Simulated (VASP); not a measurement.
# Ti (P6_3/mmc) in VASP: a series of runs

The runs below take Ti through single point, relaxation of cell and atoms, with LDA.

All numbers are computed with VASP 6.6.1; they aren't measurements. Logs are shortened: lines on timing, memory, paths and dates and some standing lists are left out, and cuts for length are marked.

**1. The cell of the first run**

The structure is hexagonal, space group P6_3/mmc (No. 194). Conventional cell: a = 2.754 Å, b = 2.754 Å, c = 4.389 Å, α = 90.00°, β = 90.00°, γ = 120.00°. Ti (site symmetry -6m2) has 12 Ti at 2.71 to 2.75 Å within 3.6 Å.

**2. Single point, LDA**

Contents of INCAR:

```
SYSTEM = Ti
  ALGO = Normal
  EDIFF = 1E-6
  ENCUT = 520
  ISIF = 2
  ISMEAR = -1
  LASPH = .TRUE.
  LCHARG = .TRUE.
  LELF = .TRUE.
  LREAL = .FALSE.
  LVHAR = .TRUE.
  LWAVE = .FALSE.
  NBANDS = 19
  NELM = 80
  PREC = Accurate
  SIGMA = 0.05
```

Contents of KPOINTS:

```
k-points
0
G
  16 16 9
  0 0 0
```

Contents of POSCAR:

```
Ti
1.0
    2.7538390435      0.0000000000      0.0000000000
   -1.3769195217      2.3848945696      0.0000000000
    0.0000000000      0.0000000000      4.3887415011
Ti
2
Direct
    0.3333333333      0.6666666667      0.2500000000
    0.6666666667      0.3333333333      0.7500000000
```

Potentials or basis: VASP PAW LDA potentials, release 64 (Ti_sv).

Started as:

```console
cat potpaw_LDA.64/Ti_sv/POTCAR > POTCAR
mpirun -np 1 vasp_std > vasp.out
```

OUTCAR:

```text
SYSTEM = Ti
   EDIFF = 1E-6
   ENCUT = 520
   ISIF = 2
   ISMEAR = -1
   LASPH = .TRUE.
   LREAL = .FALSE.
   NELM = 80
   PREC = Accurate

 ion  position               nearest neighbor table
   1  0.333  0.667  0.250-   2 2.71   2 2.71   2 2.71   2 2.71   2 2.71   2 2.71
   2  0.667  0.333  0.750-   1 2.71   1 2.71   1 2.71   1 2.71   1 2.71   1 2.71

  LATTYP: Found a hexagonal cell.
 ALAT       =     2.7538390435
 C/A-ratio  =     1.5936811962

  Lattice vectors:

 A1 = (   2.7538390435,   0.0000000000,   0.0000000000)
 A2 = (  -1.3769195217,   2.3848945696,   0.0000000000)
 A3 = (   0.0000000000,   0.0000000000,   4.3887415011)

Analysis of symmetry for initial positions (statically):
=====================================================================
 Subroutine PRICEL returns:
 Original cell was already a primitive cell.

 Routine SETGRP: Setting up the symmetry group for a
 hexagonal supercell.

 Subroutine GETGRP returns: Found 24 space group operations
 (whereof 12 operations were pure point group operations)
 out of a pool of 24 trial point group operations.

The static configuration has the point symmetry D_3d.
 The point group associated with its full space group is D_6h.

Analysis of symmetry for dynamics (positions and initial velocities):
=====================================================================
 Subroutine PRICEL returns:
 Original cell was already a primitive cell.

 Routine SETGRP: Setting up the symmetry group for a
 hexagonal supercell.

 Subroutine GETGRP returns: Found 24 space group operations
 (whereof 12 operations were pure point group operations)
 out of a pool of 24 trial point group operations.

The dynamic configuration has the point symmetry D_3d.
 The point group associated with its full space group is D_6h.

 Subroutine INISYM returns: Found 24 space group operations
 (whereof 12 operations are pure point group operations),
 and found     1 'primitive' translations

----------------------------------------------------------------------------------------

                                     Primitive cell

  volume of cell :      28.8236

  direct lattice vectors                    reciprocal lattice vectors
     2.753839044  0.000000000  0.000000000     0.363129429  0.209652874  0.000000000
    -1.376919522  2.384894570  0.000000000     0.000000000  0.419305747  0.000000000
     0.000000000  0.000000000  4.388741501     0.000000000  0.000000000  0.227855753

  length of vectors
     2.753839044  2.753839043  4.388741501     0.419305747  0.419305747  0.227855753

  position of ions in fractional coordinates (direct lattice)
     0.333333333  0.666666667  0.250000000
     0.666666667  0.333333333  0.750000000

  ion indices of the primitive-cell ions
   primitive index   ion index
                 1           1
                 2           2

----------------------------------------------------------------------------------------

 KPOINTS: k-points

Automatic generation of k-mesh.
 Grid dimensions read from file:
 generate k-points for:   16   16    9

 Generating k-lattice:

  Cartesian coordinates                     Fractional coordinates (reciprocal lattice)
     0.022695589  0.013103305  0.000000000     0.062500000  0.000000000  0.000000000
     0.000000000  0.026206609  0.000000000     0.000000000  0.062500000  0.000000000
     0.000000000  0.000000000  0.025317306     0.000000000  0.000000000  0.111111111

  Length of vectors
     0.026206609  0.026206609  0.025317306

  Shift w.r.t. Gamma in fractional coordinates (k-lattice)
     0.000000000  0.000000000  0.000000000

 Subroutine IBZKPT returns following result:
 ===========================================

 Found    150 irreducible k-points:

 Following reciprocal coordinates:
            Coordinates               Weight
  0.000000  0.000000  0.000000      1.000000
  0.062500 -0.000000  0.000000      6.000000
  0.125000 -0.000000  0.000000      6.000000
  0.187500 -0.000000  0.000000      6.000000
  0.250000 -0.000000  0.000000      6.000000
  0.312500  0.000000  0.000000      6.000000
[... 16 lines left out ...]
  0.187500  0.187500  0.000000      6.000000
  0.250000  0.187500  0.000000     12.000000
 [... further k-points ...]
   k-points           NKPTS =    150   k-points in BZ     NKDIM =    150   number of bands    NBANDS=     19
   number of dos      NEDOS =    301   number of ions     NIONS =      2
   total plane-waves  NPLWV =  14400
   dimension x,y,z NGX =    20 NGY =   20 NGZ =   36
   dimension x,y,z NGXF=    40 NGYF=   40 NGZF=   72
   ions per type =               2
   NGX,Y,Z   is equivalent  to a cutoff of  12.07, 12.07, 13.64 a.u.
   NGXF,Y,Z  is equivalent  to a cutoff of  24.15, 24.15, 27.27 a.u.
 SYSTEM =  Ti
   PREC   = accura    normal or accurate (medium, high low for compatibility)
   ISTART =      0    job   : 0-new  1-cont  2-samecut
   ICHARG =      2    charge: 1-file 2-atom 10-const
   ISPIN  =      1    spin polarized calculation?
   LNONCOLLINEAR =      F non collinear calculations
   LSORBIT =      F    spin-orbit coupling
   LASPH  =      T    aspherical Exc in radial PAW
   ENCUT  =  520.0 eV  38.22 Ry    6.18 a.u.   5.12  5.12  8.16*2*pi/ulx,y,z
   NELM   =     80;   NELMIN=  2; NELMDL= -5     # of ELM steps
   EDIFF  = 0.1E-05   stopping-criterion for ELM
   LREAL  =      F    real-space projection
   EDIFFG = 0.1E-04   stopping-criterion for IOM
   NSW    =      0    number of steps for IOM
   IBRION =     -1    ionic relax: 0-MD 1-quasi-New 2-CG
   NFREE  =      0    steps in history (QN), initial steepest desc. (CG)
   ISIF   =      2    stress and relaxation
   ISYM   =      2    0-nonsym 1-usesym 2-fastsym
   POTIM  = 0.5000    time-step for ionic-motion
   TEBEG  =    0.0;   TEEND  =   0.0 temperature during run
   PSTRESS=    0.0 pullay stress
   NELECT =      24.0000    total number of electrons
   NUPDOWN=      -1.0000    fix difference up-down
   EMIN   =  10.00;   EMAX   =-10.00  energy-range for DOS
   EFERMI =   0.00;   METHOD = LEGACY
   ISMEAR =    -1;   SIGMA  =   0.05  broadening in eV -4-tet -1-fermi 0-gaus
   EFERMI_NEDOS =   21; number of points for ismear=-14 and -15
   IALGO  =     38    algorithm
   IMIX   =      4    mixing-type and parameters
     AMIX     =   0.40;   BMIX     =  1.00
     AMIX_MAG =   1.60;   BMIX_MAG =  1.00
  volume/ion in A,a.u.               =      14.41        97.26
  Fermi-wavevector in a.u.,A,eV,Ry     =   1.540149  2.910459 32.273810  2.372058
  Thomas-Fermi vector in A             =   2.646277
   LORBIT       =      0    0 simple, 1 ext, 2 COOP (PROOUT), +10 PAW based schemes
   GGA     = CA    functional components
   LHFCALC =     F    Hartree Fock is set to
   AEXX    =    0.0000 exact exchange contribution
   IVDW    =     0    specifies the selected vdW correction
   LEPSILON=     F    determine dielectric tensor
   LRPA    =     F    only Hartree local field effects (RPA)
 non-spin polarized calculation
  energy-cutoff  :      520.00
  volume of cell :       28.82
 maximum number of plane-waves:       787
   NGX = 11   NGY = 11   NGZ = 17

 number of electron      23.9999998 magnetization

 Free energy of the ion-electron system (eV)
  ---------------------------------------------------
  ext. energy  EPLUGINS =         0.00000000
  ---------------------------------------------------
  free energy    TOTEN  =       -16.94743580 eV

  energy without entropy =      -16.93180691  energy(sigma->0) =      -16.93962135

 E-fermi :  10.2165     XC(G=0): -12.7073

 val. band max:       10.2132140223   @ k =   0.1875   0.1875   0.4444
 cond. band min:      10.2229575051   @ k =   0.1250   0.0625   0.3333
 fundamental gap:      0.0097434827
 Fermi energy:        10.2164953382

 k-point     1 :       0.0000    0.0000    0.0000
  band No.  band energies     occupation
      1     -45.6965      2.00000
      2     -45.4025      2.00000
      3     -22.9268      2.00000
      4     -21.7758      2.00000
      5     -21.7758      2.00000
      6     -21.6331      2.00000
[... 11 lines left out ...]
     18      12.1691      0.00000
     19      14.1121      0.00000

 k-point     2 :       0.0625   -0.0000    0.0000
  band No.  band energies     occupation
      1     -45.6879      2.00000
      2     -45.3989      2.00000
      3     -22.9108      2.00000
      4     -21.8102      2.00000
      5     -21.7871      2.00000
      6     -21.6394      2.00000
[... 11 lines left out ...]
     18      12.0869      0.00000
     19      14.1581      0.00000

 k-point     3 :       0.1250   -0.0000    0.0000
  band No.  band energies     occupation
      1     -45.6633      2.00000
      2     -45.3888      2.00000
      3     -22.8643      2.00000
      4     -21.9084      2.00000
      5     -21.8183      2.00000
      6     -21.7385      2.00000
[... 11 lines left out ...]
     18      12.0388      0.00000
     19      14.2678      0.00000

 k-point     4 :       0.1875   -0.0000    0.0000
  band No.  band energies     occupation
      1     -45.6254      2.00000
      2     -45.3745      2.00000
      3     -22.7909      2.00000
      4     -22.0561      2.00000
      5     -21.8834      2.00000
      6     -21.8634      2.00000
[... 11 lines left out ...]
     18      12.4514      0.00000
     19      14.3921      0.00000

 k-point     5 :       0.2500   -0.0000    0.0000
  band No.  band energies     occupation
      1     -45.5788      2.00000
      2     -45.3592      2.00000
      3     -22.6966      2.00000
      4     -22.2309      2.00000
      5     -22.0481      2.00000
      6     -21.9145      2.00000
[... 11 lines left out ...]
     18      12.9737      0.00000
     19      14.4996      0.00000
[... 334 lines left out ...]
      2     -45.3390      2.00000
      3     -22.6146      2.00000
      4     -22.3990      2.00000
      5     -22.3604      2.00000
      6     -22.0987      2.00000
[... 11 lines left out ...]
     18      14.5140      0.00000
     19      15.6265      0.00000

 k-point    22 :       0.4375    0.1250    0.0000
  band No.  band energies     occupation
      1     -45.4218      2.00000
      2     -45.3410      2.00000
      3     -22.6458      2.00000
      4     -22.4177      2.00000
      5     -22.3215      2.00000
      6     -22.1152      2.00000
[... 11 lines left out ...]
     18      14.5185      0.00000
     19      16.1084      0.00000

 k-point    23 :       0.1875    0.1875    0.0000
  band No.  band energies     occupation
      1     -45.5174      2.00000
      2     -45.3440      2.00000
      3     -22.5640      2.00000
      4     -22.3165      2.00000
      5     -22.2994      2.00000
      6     -21.9635      2.00000
[... 11 lines left out ...]
     18      14.1736      0.00000
     19      14.4224      0.00000

 k-point    24 :       0.2500    0.1875    0.0000
  band No.  band energies     occupation
      1     -45.4740      2.00000
      2     -45.3383      2.00000
      3     -22.4618      2.00000
      4     -22.4449      2.00000
      5     -22.3525      2.00000
      6     -22.0446      2.00000
[... 11 lines left out ...]
     18      14.4133      0.00000
     19      14.9243      0.00000

 [... further k-points ...]
[... 5 lines left out ...]
  --------------------------------------------------------------------------------------
  -------------------------------------------------------------------------------------
  Total        3.0027495      3.0027495      3.0094508      0.0000000      0.0000000      0.0000000
  in kB      166.9098426    166.9098426    167.2823407      0.0000000      0.0000000      0.0000000
  external PRESSURE =     167.0340086 kB  Pullay stress =       0.0000000 kB

 VOLUME and BASIS-vectors are now :
 -----------------------------------------------------------------------------
  energy-cutoff  :      520.00
  volume of cell :       28.82
      direct lattice vectors                 reciprocal lattice vectors
     2.753839044  0.000000000  0.000000000     0.363129429  0.209652874  0.000000000
    -1.376919522  2.384894570  0.000000000     0.000000000  0.419305747  0.000000000
     0.000000000  0.000000000  4.388741501     0.000000000  0.000000000  0.227855753

 POSITION                                       TOTAL-FORCE (eV/Angst)
 -----------------------------------------------------------------------------------
     -0.00000      1.58993      1.09719         0.000000      0.000000      0.000000
      1.37692      0.79496      3.29156        -0.000000     -0.000000      0.000000
 -----------------------------------------------------------------------------------
    total drift:                               -0.000000      0.000000     -0.000000

  FREE ENERGIE OF THE ION-ELECTRON SYSTEM (eV)
  ---------------------------------------------------
  free  energy   TOTEN  =       -16.9474357985 eV

  energy  without entropy=      -16.9318069103  energy(sigma->0) =      -16.93962135
```

It took 29 s on 1 thread of Intel Xeon 6975P-C (Granite Rapids), shared host; peak memory 0.17 GiB.

Results:

```
Free energy            : -16.9474 eV
Pressure               : 16.7 GPa
Band gap on the k mesh : zero (band 12 reaches 11.15 eV, above the bottom of band 13 at 9.98 eV)
```

**3. Single point, LDA**

Contents of INCAR:

```
PREC = Accurate
ENCUT = 520
EDIFF = 1E-7
ISMEAR = -1
SIGMA = 0.05
LREAL = False
LASPH = True
NELM = 80
ALGO = Normal
ISIF = 2
LWAVE = False
LCHARG = False
NBANDS = 19
```

Contents of KPOINTS:

```
Automatic mesh
0
Gamma
  16 16 9
```

Contents of POSCAR:

```
Ti
1.0
    2.7541649615      0.0000000000      0.0000000000
   -1.3770824807      2.3851768229      0.0000000000
    0.0000000000      0.0000000000      4.3887983672
Ti
2
Direct
    0.3333333333      0.6666666667      0.2500000000
    0.6666666667      0.3333333333      0.7500000000
```

Potentials or basis: VASP PAW LDA potentials, release 64 (Ti_sv).

Started as:

```console
cat potpaw_LDA.64/Ti_sv/POTCAR > POTCAR
mpirun -np 1 vasp_std > vasp.out
```

Run time: 31 s. Hardware: 1 thread of Intel Xeon 6975P-C (Granite Rapids), shared host; peak memory 0.17 GiB.

The run converged. Its results:

```yaml
Free_energy: -16.9482 eV
Pressure: 16.6 GPa
Band_gap_on_the_k_mesh: zero (band 12 reaches 11.14 eV, above the bottom of band 13 at 9.97 eV)
```

Levels at points of the mesh, in eV from the Fermi level:
| k point | band 8 | band 9 | band 10 | band 11 | band 12 | band 13 | band 14 | band 15 | band 16 | band 17 |
| --- | --- | --- | --- | --- | --- | --- | --- | --- | --- | --- |
| (0.00, 0.00, 0.00) | -31.82 | -6.48 | -3.17 | 0.83 | 0.83 | 0.95 | 1.47 | 1.47 | 1.49 | 1.95 |
| (0.50, 0.00, 0.00) | -31.95 | -2.78 | -2.56 | -2.40 | -0.23 | 0.48 | 0.78 | 1.44 | 4.20 | 4.45 |

**4. Relaxation of cell and atoms, LDA, target pressure 17 GPa, at which the enthalpy is minimised**

This run uses another cell than the first one, of 14.31 Å³/atom, 0.993 times its volume.

Contents of INCAR:

```
  PREC = Accurate
  ENCUT = 600
  EDIFF = 1E-6
  ISMEAR = -1
  SIGMA = 0.05
  LREAL = False
  LASPH = True
  NELM = 100
  ALGO = Normal
  ISIF = 3
  LWAVE = False
  LCHARG = False
  IBRION = 2
  NSW = 60
  EDIFFG = -0.005
  PSTRESS = 170.0
```

Contents of KPOINTS:

```
regular mesh
0
Gamma
  16 16 9
```

Contents of POSCAR:

```
Ti
1.0
    2.7322411677      0.0000000000      0.0000000000
   -1.3661205838      2.3661902605      0.0000000000
    0.0000000000      0.0000000000      4.4262306916
Ti
2
Direct
    0.3333333333      0.6666666667      0.2500000000
    0.6666666667      0.3333333333      0.7500000000
```

Started as:

```console
cat potpaw_LDA.64/Ti_sv/POTCAR > POTCAR
mpirun -np 1 vasp_std > vasp.out
```

Wall time 2.5 min (1 thread of AMD EPYC 9R45 (Zen 5), shared host); peak memory 0.17 GiB.

Results (log left out):

- Free energy: -16.9396 eV
- Relaxed volume: 14.38 Å³/atom
- Relaxed cell: a = 2.751 Å, b = 2.751 Å, c = 4.387 Å, α = 90.00°, β = 90.00°, γ = 120.00°
- Space group after relaxing (to 0.05 Å): P6_3/mmc (No. 194)
- Energy change on relaxing (the enthalpy is what falls): -8.6 meV/atom
- Ionic steps: 5
- Pressure after relaxing: 17.0 GPa
- Band gap on the k mesh: zero (band 12 reaches 11.18 eV, above the bottom of band 13 at 10.00 eV)

The path:
| step | energy change (eV) | largest force (eV/Å) | pressure (GPa) | volume (Å³) |
| --- | --- | --- | --- | --- |
| 1 | 0.0000 | 0.0000 | 17.82 | 28.62 |
| 2 | -0.0335 | 0.0000 | 15.93 | 28.92 |
| 3 | -0.0261 | 0.0000 | 16.38 | 28.85 |
| 4 | -0.0179 | 0.0000 | 16.93 | 28.76 |
| 5 | -0.0172 | 0.0000 | 17.00 | 28.76 |

Final structure:
```xyz
2
Lattice="2.7513 0.0000 0.0000 -1.3757 2.3827 0.0000 0.0000 0.0000 4.3866" Properties=species:S:1:pos:R:3 pbc="T T T"
Ti    0.0000    1.5885    1.0967
Ti    1.3757    0.7942    3.2900
```

Levels at points of the mesh, in eV from the Fermi level:
```tsv
k point	band 10	band 11	band 12	band 13	band 14	band 15
(0.00, 0.00, 0.00)	-3.18	0.83	0.83	0.94	1.47	1.47
(0.50, 0.00, 0.00)	-2.56	-2.41	-0.22	0.48	0.78	1.44
```

Caveat: the cell is relaxed towards a set pressure, so the enthalpy falls and the energy may rise.

**5. Relaxation of cell and atoms, LDA, target pressure 17 GPa, at which the enthalpy is minimised**

Contents of INCAR:

```
PREC = Accurate
ENCUT = 600
EDIFF = 1E-6
ISMEAR = -1
SIGMA = 0.05
LREAL = F
LASPH = T
NELM = 100
ALGO = Normal
ISIF = 3
LWAVE = F
LCHARG = F
IBRION = 2
NSW = 32
EDIFFG = -0.005
PSTRESS = 170.0
```

Contents of KPOINTS:

```
Automatic mesh
0
Gamma
  16 16 9
```

Contents of POSCAR:

```
Ti
1.0
    2.7538390435      0.0000000000      0.0000000000
   -1.3769195217      2.3848945696      0.0000000000
    0.0000000000      0.0000000000      4.3887415011
Ti
2
Direct
    0.3333333333      0.6666666667      0.2500000000
    0.6666666667      0.3333333333      0.7500000000
```

Started as:

```console
cat potpaw_LDA.64/Ti_sv/POTCAR > POTCAR
mpirun -np 1 vasp_std > vasp.out
```

It took 2 min on 1 thread of AMD EPYC 9R45 (Zen 5), shared host; peak memory 0.17 GiB.

Results (log left out):

```yaml
Free_energy: -16.9398 eV
Relaxed_volume: 14.38 Å³/atom
Relaxed_cell: a = 2.752 Å, b = 2.752 Å, c = 4.386 Å, α = 90.00°, β = 90.00°, γ = 120.00°
Space_group_after_relaxing_to_0.05_Å: P6_3/mmc (No. 194)
Energy_change_on_relaxing_the_enthalpy_is_what_falls: +3.5 meV/atom
Ionic_steps: 3
Pressure_after_relaxing: 17.0 GPa
Band_gap_on_the_k_mesh: zero (band 12 reaches 11.18 eV, above the bottom of band 13 at 10.00 eV)
```

Step by step:
```
step  energy change (eV)  largest force (eV/Å)  pressure (GPa)  volume (Å³)
   1              0.0000                0.0000           16.65        28.82
   2              0.0139                0.0000           17.41        28.69
   3              0.0069                0.0000           17.01        28.76
```

Final structure:
```
Ti
1.0
     2.75165    0.00000    0.00000
    -1.37583    2.38300    0.00000
     0.00000    0.00000    4.38567
Ti
2
Cartesian
  0.0000 1.5887 1.0964
  1.3758 0.7943 3.2893
```

Levels at points of the mesh, in eV from the Fermi level:
| k point | band 8 | band 9 | band 10 | band 11 | band 12 | band 13 | band 14 | band 15 | band 16 |
| --- | --- | --- | --- | --- | --- | --- | --- | --- | --- |
| (0.00, 0.00, 0.00) | -31.81 | -6.49 | -3.18 | 0.83 | 0.83 | 0.95 | 1.47 | 1.47 | 1.50 |
| (0.50, 0.00, 0.00) | -31.95 | -2.79 | -2.56 | -2.41 | -0.22 | 0.48 | 0.78 | 1.44 | 4.21 |

Caveat: the cell is relaxed towards a set pressure, so the enthalpy falls and the energy may rise.

**6. Overview**

```tsv
task	cell	cutoff (eV)	gap on the mesh (eV)	pressure (GPa)
single point	a = 2.754, b = 2.754, c = 4.389 Å, angles 90.0, 90.0, 120.0°, 2 atoms	520	none	16.6
relaxation of cell and atoms	relaxed to 17 GPa from a = 2.732, b = 2.732, c = 4.426 Å, angles 90.0, 90.0, 120.0°, 2 atoms	600	none	17.0
relaxation of cell and atoms	relaxed to 17 GPa from a = 2.754, b = 2.754, c = 4.389 Å, angles 90.0, 90.0, 120.0°, 2 atoms	600	none	17.0
```

Alike in all rows: level LDA; potentials or basis VASP PAW LDA potentials, release 64 (Ti_sv); no spin polarisation; k mesh 16 × 16 × 9; smearing fermi-dirac 0.05 eV.

Caveats: the cell is relaxed towards a set pressure, so the enthalpy falls and the energy may rise (some runs).

Total energies depend on the potentials used, so only differences within one code and one set of settings carry meaning.
